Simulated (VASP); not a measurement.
# Sb (P4/m) in VASP: a series of runs

The runs below take Sb through single point, relaxation of cell and atoms, with PBE.

Everything below comes from runs of VASP 6.6.1. Logs are shortened: lines on timing, memory, paths and dates and some standing lists are left out, and cuts for length are marked.

### Step 1. The cell of the first run

The structure is tetragonal, space group P4/m (No. 83). Conventional cell: a = 5.596 Å, b = 5.596 Å, c = 4.264 Å, α = 90.00°, β = 90.00°, γ = 90.00°. Sb (site symmetry m) has 5 Sb at 2.45 to 3.03 Å within 3.2 Å.

### Step 2. Single point, PBE

File INCAR:

```
SYSTEM = Sb
PREC = Accurate
ENCUT = 520
EDIFF = 1E-7
ISMEAR = 0
SIGMA = 0.1
LREAL = .FALSE.
LASPH = .TRUE.
NELM = 60
ALGO = Normal
ISIF = 2
LWAVE = .FALSE.
LCHARG = .FALSE.
GGA = PE
NBANDS = 18
```

File KPOINTS:

```
Automatic mesh
0
G
  4 4 4
  0 0 0
```

File POSCAR:

```
Sb
1.0
    5.5957511800      0.0000000000      0.0000000000
    0.0000000000      5.5957511800      0.0000000000
    0.0000000000      0.0000000000      4.2635509200
Sb
4
Direct
    0.1518950200      0.3418392300      0.5000000000
    0.8481049800      0.6581607700      0.5000000000
    0.6581607700      0.1518950200      0.5000000000
    0.3418392300      0.8481049800      0.5000000000
```

Potentials or basis: VASP PAW PBE potentials, release 64 (Sb).

The run is started by

```bash
cat potpaw_PBE.64/Sb/POTCAR > POTCAR
mpirun -np 1 vasp_std > vasp.out
```

OUTCAR:

```text
SYSTEM = Sb
   PREC = Accurate
   ENCUT = 520
   EDIFF = 1E-7
   ISMEAR = 0
   LREAL = .FALSE.
   LASPH = .TRUE.
   NELM = 60
   ISIF = 2
   GGA = PE

 ion  position               nearest neighbor table
   1  0.152  0.342  0.500-   2 2.45   3 2.96   4 2.96   4 3.03   3 3.03
   2  0.848  0.658  0.500-   1 2.45   3 2.96   4 2.96   3 3.03   4 3.03
   3  0.658  0.152  0.500-   4 2.45   2 2.96   1 2.96   2 3.03   1 3.03
   4  0.342  0.848  0.500-   3 2.45   2 2.96   1 2.96   2 3.03   1 3.03

  LATTYP: Found a simple tetragonal cell.
 ALAT       =     5.5957511800
 C/A-ratio  =     0.7619264658

  Lattice vectors:

 A1 = (   5.5957511800,   0.0000000000,   0.0000000000)
 A2 = (   0.0000000000,   5.5957511800,   0.0000000000)
 A3 = (   0.0000000000,   0.0000000000,   4.2635509200)

Analysis of symmetry for initial positions (statically):
=====================================================================
 Subroutine PRICEL returns:
 Original cell was already a primitive cell.

 Routine SETGRP: Setting up the symmetry group for a
 simple tetragonal supercell.

 Subroutine GETGRP returns: Found  8 space group operations
 (whereof  8 operations were pure point group operations)
 out of a pool of 16 trial point group operations.

The static configuration has the point symmetry C_4h.

Analysis of symmetry for dynamics (positions and initial velocities):
=====================================================================
 Subroutine PRICEL returns:
 Original cell was already a primitive cell.

 Routine SETGRP: Setting up the symmetry group for a
 simple tetragonal supercell.

 Subroutine GETGRP returns: Found  8 space group operations
 (whereof  8 operations were pure point group operations)
 out of a pool of 16 trial point group operations.

The dynamic configuration has the point symmetry C_4h.

 Subroutine INISYM returns: Found  8 space group operations
 (whereof  8 operations are pure point group operations),
 and found     1 'primitive' translations

----------------------------------------------------------------------------------------

                                     Primitive cell

  volume of cell :     133.5021

  direct lattice vectors                    reciprocal lattice vectors
     5.595751180  0.000000000  0.000000000     0.178707017  0.000000000  0.000000000
     0.000000000  5.595751180  0.000000000     0.000000000  0.178707017  0.000000000
     0.000000000  0.000000000  4.263550920     0.000000000  0.000000000  0.234546278

  length of vectors
     5.595751180  5.595751180  4.263550920     0.178707017  0.178707017  0.234546278

  position of ions in fractional coordinates (direct lattice)
     0.151895020  0.341839230  0.500000000
     0.848104980  0.658160770  0.500000000
     0.658160770  0.151895020  0.500000000
     0.341839230  0.848104980  0.500000000

  ion indices of the primitive-cell ions
   primitive index   ion index
                 1           1
                 2           2
                 3           3
                 4           4

----------------------------------------------------------------------------------------

 KPOINTS: Automatic mesh

Automatic generation of k-mesh.
 Grid dimensions read from file:
 generate k-points for:    4    4    4

 Generating k-lattice:

  Cartesian coordinates                     Fractional coordinates (reciprocal lattice)
     0.044676754  0.000000000  0.000000000     0.250000000  0.000000000  0.000000000
     0.000000000  0.044676754  0.000000000     0.000000000  0.250000000  0.000000000
     0.000000000  0.000000000  0.058636570     0.000000000  0.000000000  0.250000000

  Length of vectors
     0.044676754  0.044676754  0.058636570

  Shift w.r.t. Gamma in fractional coordinates (k-lattice)
     0.000000000  0.000000000  0.000000000

 Subroutine IBZKPT returns following result:
 ===========================================

 Found     18 irreducible k-points:

 Following reciprocal coordinates:
            Coordinates               Weight
  0.000000  0.000000  0.000000      1.000000
  0.250000  0.000000  0.000000      4.000000
  0.500000  0.000000  0.000000      2.000000
  0.250000  0.250000  0.000000      4.000000
  0.500000  0.250000  0.000000      4.000000
  0.500000  0.500000  0.000000      1.000000
[... 10 lines left out ...]
  0.500000  0.250000  0.500000      4.000000
  0.500000  0.500000  0.500000      1.000000
   k-points           NKPTS =     18   k-points in BZ     NKDIM =     18   number of bands    NBANDS=     18
   number of dos      NEDOS =    301   number of ions     NIONS =      4
   total plane-waves  NPLWV =  56448
   dimension x,y,z NGX =    42 NGY =   42 NGZ =   32
   dimension x,y,z NGXF=    84 NGYF=   84 NGZF=   64
   ions per type =               4
   NGX,Y,Z   is equivalent  to a cutoff of  12.48, 12.48, 12.48 a.u.
   NGXF,Y,Z  is equivalent  to a cutoff of  24.96, 24.96, 24.96 a.u.
 SYSTEM =  Sb
   PREC   = accura    normal or accurate (medium, high low for compatibility)
   ISTART =      0    job   : 0-new  1-cont  2-samecut
   ICHARG =      2    charge: 1-file 2-atom 10-const
   ISPIN  =      1    spin polarized calculation?
   LNONCOLLINEAR =      F non collinear calculations
   LSORBIT =      F    spin-orbit coupling
   LASPH  =      T    aspherical Exc in radial PAW
   ENCUT  =  520.0 eV  38.22 Ry    6.18 a.u.  10.40 10.40  7.93*2*pi/ulx,y,z
   NELM   =     60;   NELMIN=  2; NELMDL= -5     # of ELM steps
   EDIFF  = 0.1E-06   stopping-criterion for ELM
   LREAL  =      F    real-space projection
   EDIFFG = 0.1E-05   stopping-criterion for IOM
   NSW    =      0    number of steps for IOM
   IBRION =     -1    ionic relax: 0-MD 1-quasi-New 2-CG
   NFREE  =      0    steps in history (QN), initial steepest desc. (CG)
   ISIF   =      2    stress and relaxation
   ISYM   =      2    0-nonsym 1-usesym 2-fastsym
   POTIM  = 0.5000    time-step for ionic-motion
   TEBEG  =    0.0;   TEEND  =   0.0 temperature during run
   PSTRESS=    0.0 pullay stress
   NELECT =      20.0000    total number of electrons
   NUPDOWN=      -1.0000    fix difference up-down
   EMIN   =  10.00;   EMAX   =-10.00  energy-range for DOS
   EFERMI =   0.00;   METHOD = LEGACY
   ISMEAR =     0;   SIGMA  =   0.10  broadening in eV -4-tet -1-fermi 0-gaus
   EFERMI_NEDOS =   21; number of points for ismear=-14 and -15
   IALGO  =     38    algorithm
   IMIX   =      4    mixing-type and parameters
     AMIX     =   0.40;   BMIX     =  1.00
     AMIX_MAG =   1.60;   BMIX_MAG =  1.00
  volume/ion in A,a.u.               =      33.38       225.23
  Fermi-wavevector in a.u.,A,eV,Ry     =   0.869472  1.643063 10.285745  0.755981
  Thomas-Fermi vector in A             =   1.988299
   LORBIT       =      0    0 simple, 1 ext, 2 COOP (PROOUT), +10 PAW based schemes
   GGA     = PE    functional components
   LHFCALC =     F    Hartree Fock is set to
   AEXX    =    0.0000 exact exchange contribution
   IVDW    =     0    specifies the selected vdW correction
   LEPSILON=     F    determine dielectric tensor
   LRPA    =     F    only Hartree local field effects (RPA)
 non-spin polarized calculation
 Gauss-broadening in eV      SIGMA  =   0.10
  energy-cutoff  :      520.00
  volume of cell :      133.50
 maximum number of plane-waves:      3616
 NGX is ok and might be reduce to    42
   NGX = 21   NGY = 21   NGZ = 15

 number of electron      20.0000001 magnetization

 Free energy of the ion-electron system (eV)
  ---------------------------------------------------
  ext. energy  EPLUGINS =         0.00000000
  ---------------------------------------------------
  free energy    TOTEN  =       -11.83785042 eV

  energy without entropy =      -11.81529817  energy(sigma->0) =      -11.82657430

 E-fermi :   5.8952     XC(G=0):  -8.8624

 val. band max:        5.8730194006   @ k =   0.5000   0.0000   0.5000
 cond. band min:       5.9156166033   @ k =   0.5000   0.5000   0.5000
 fundamental gap:      0.0425972027
 Fermi energy:         5.8952295593

 k-point     1 :       0.0000    0.0000    0.0000
  band No.  band energies     occupation
      1      -7.3320      2.00000
      2      -4.0991      2.00000
      3      -2.2162      2.00000
      4      -2.2162      2.00000
      5       1.7172      2.00000
      6       2.8039      2.00000
[... 10 lines left out ...]
     17      12.9004      0.00000
     18      12.9016      0.00000

 k-point     2 :       0.2500    0.0000    0.0000
  band No.  band energies     occupation
      1      -7.0531      2.00000
      2      -5.0102      2.00000
      3      -1.9315      2.00000
      4      -1.5634      2.00000
      5       1.0039      2.00000
      6       1.8150      2.00000
[... 10 lines left out ...]
     17      12.8269      0.00000
     18      13.0637      0.00000

 k-point     3 :       0.5000    0.0000    0.0000
  band No.  band energies     occupation
      1      -6.2704      2.00000
      2      -6.2047      2.00000
      3      -1.2857      2.00000
      4      -1.2016      2.00000
      5       0.2911      2.00000
      6       0.4491      2.00000
[... 10 lines left out ...]
     17      10.6541      0.00000
     18      10.7765      0.00000

 k-point     4 :       0.2500    0.2500    0.0000
  band No.  band energies     occupation
      1      -6.7884      2.00000
      2      -5.2333      2.00000
      3      -2.8988      2.00000
      4      -1.3120      2.00000
      5       0.7373      2.00000
      6       3.3784      2.00000
[... 10 lines left out ...]
     17      10.9912      0.00000
     18      11.6946      0.00000

 k-point     5 :       0.5000    0.2500    0.0000
  band No.  band energies     occupation
      1      -6.0754      2.00000
      2      -6.0322      2.00000
      3      -2.6791      2.00000
      4      -2.4076      2.00000
      5       2.1631      2.00000
      6       2.3385      2.00000
[... 10 lines left out ...]
     17      11.1020      0.00000
     18      11.2242      0.00000

 k-point     6 :       0.5000    0.5000    0.0000
  band No.  band energies     occupation
      1      -5.8088      2.00000
      2      -5.8088      2.00000
      3      -3.5174      2.00000
      4      -3.1873      2.00000
      5       4.3450      2.00000
      6       4.3450      2.00000
[... 10 lines left out ...]
     17      10.3169      0.00000
     18      10.3169      0.00000

 k-point     7 :       0.0000    0.0000    0.2500
  band No.  band energies     occupation
      1      -7.2067      2.00000
      2      -3.9903      2.00000
      3      -2.0719      2.00000
      4      -2.0719      2.00000
      5       1.8752      2.00000
      6       1.9733      2.00000
[... 10 lines left out ...]
     17      12.2643      0.00000
     18      12.8875      0.00000

 k-point     8 :       0.2500    0.0000    0.2500
  band No.  band energies     occupation
      1      -6.9284      2.00000
      2      -4.8924      2.00000
      3      -1.7858      2.00000
      4      -1.4211      2.00000
      5       1.1346      2.00000
      6       1.9281      2.00000
[... 10 lines left out ...]
     17      11.7281      0.00000
     18      11.8063      0.00000
[... 103 lines left out ...]
     17      11.9821      0.00000
     18      12.3877      0.00000

 k-point    14 :       0.2500    0.0000    0.5000
  band No.  band energies     occupation
      1      -6.7933      2.00000
      2      -4.7654      2.00000
      3      -1.6247      2.00000
      4      -1.2637      2.00000
      5       1.2789      2.00000
      6       1.3605      2.00000
[... 10 lines left out ...]
     17      10.8384      0.00000
     18      13.3456      0.00000

 k-point    15 :       0.5000    0.0000    0.5000
  band No.  band energies     occupation
      1      -6.0150      2.00000
      2      -5.9493      2.00000
      3      -0.9645      2.00000
      4      -0.8773      2.00000
      5       0.5351      2.00000
      6       0.7022      2.00000
[... 10 lines left out ...]
     17      10.9873      0.00000
     18      11.1238      0.00000

 k-point    16 :       0.2500    0.2500    0.5000
  band No.  band energies     occupation
      1      -6.5302      2.00000
      2      -4.9899      2.00000
      3      -2.5954      2.00000
      4      -0.9950      2.00000
      5       0.9837      2.00000
      6       1.6450      2.00000
[... 10 lines left out ...]
     17      11.2830      0.00000
     18      12.4325      0.00000

 k-point    17 :       0.5000    0.2500    0.5000
  band No.  band energies     occupation
      1      -5.8229      2.00000
      2      -5.7800      2.00000
      3      -2.3819      2.00000
      4      -2.1020      2.00000
      5       2.4222      2.00000
      6       2.4325      2.00000
[... 10 lines left out ...]
     17      11.4478      0.00000
     18      11.5768      0.00000

 k-point    18 :       0.5000    0.5000    0.5000
  band No.  band energies     occupation
      1      -5.5624      2.00000
      2      -5.5624      2.00000
      3      -3.2182      2.00000
      4      -2.8801      2.00000
      5       2.7649      2.00000
      6       2.7649      2.00000
[... 10 lines left out ...]
     17      12.5302      0.00000
     18      12.6929      0.00000

------------------------ aborting loop because EDIFF is reached ----------------------------------------

  FORCE on cell =-STRESS in cart. coord.  units (eV):
  Direction    XX          YY          ZZ          XY          YZ          ZX
  --------------------------------------------------------------------------------------
  -------------------------------------------------------------------------------------
  Total       18.9185345     18.9185345     -0.7941535      0.0000004      0.0000000      0.0000000
  in kB      227.0438957    227.0438957     -9.5307443      0.0000052      0.0000000      0.0000000
  external PRESSURE =     148.1856824 kB  Pullay stress =       0.0000000 kB

 VOLUME and BASIS-vectors are now :
 -----------------------------------------------------------------------------
  energy-cutoff  :      520.00
  volume of cell :      133.50
      direct lattice vectors                 reciprocal lattice vectors
     5.595751180  0.000000000  0.000000000     0.178707017  0.000000000  0.000000000
     0.000000000  5.595751180  0.000000000     0.000000000  0.178707017  0.000000000
     0.000000000  0.000000000  4.263550920     0.000000000  0.000000000  0.234546278

 POSITION                                       TOTAL-FORCE (eV/Angst)
 -----------------------------------------------------------------------------------
      0.84997      1.91285      2.13178         2.928807     -3.101969     -0.000000
      4.74578      3.68290      2.13178        -2.928807      3.101969      0.000000
      3.68290      0.84997      2.13178         3.101969      2.928807      0.000000
      1.91285      4.74578      2.13178        -3.101969     -2.928807     -0.000000
 -----------------------------------------------------------------------------------
    total drift:                               -0.000000     -0.000000     -0.000000

  FREE ENERGIE OF THE ION-ELECTRON SYSTEM (eV)
  ---------------------------------------------------
  free  energy   TOTEN  =       -11.8378504228 eV

  energy  without entropy=      -11.8152981693  energy(sigma->0) =      -11.82657430
```

Run time: 80 s. Hardware: 1 thread of AMD EPYC 7R13, shared host; peak memory 0.2 GiB.

What came out:

* Free energy: -11.8379 eV
* Pressure: 14.8 GPa
* Largest force: 4.266 eV/Å
* Band gap on the k mesh: zero (band 10 reaches 6.24 eV, above the bottom of band 11 at 4.76 eV)

Forces on the atoms (eV/Å):
```
Sb   2.929 -3.102  0.000
Sb  -2.929  3.102  0.000
Sb   3.102  2.929  0.000
Sb  -3.102 -2.929  0.000
```

Stress tensor (GPa, compression positive):
```
22.70  0.00  0.00
 0.00 22.70  0.00
 0.00  0.00 -0.95
```

Caveat: the k points lie up to 0.37 Å⁻¹ apart; spin-orbit coupling is left out, which moves the levels of the heavy elements; forces of over 1 eV/Å act on the atoms, so gaps and moduli don't describe the material at rest.

[end of part 1 of 2]
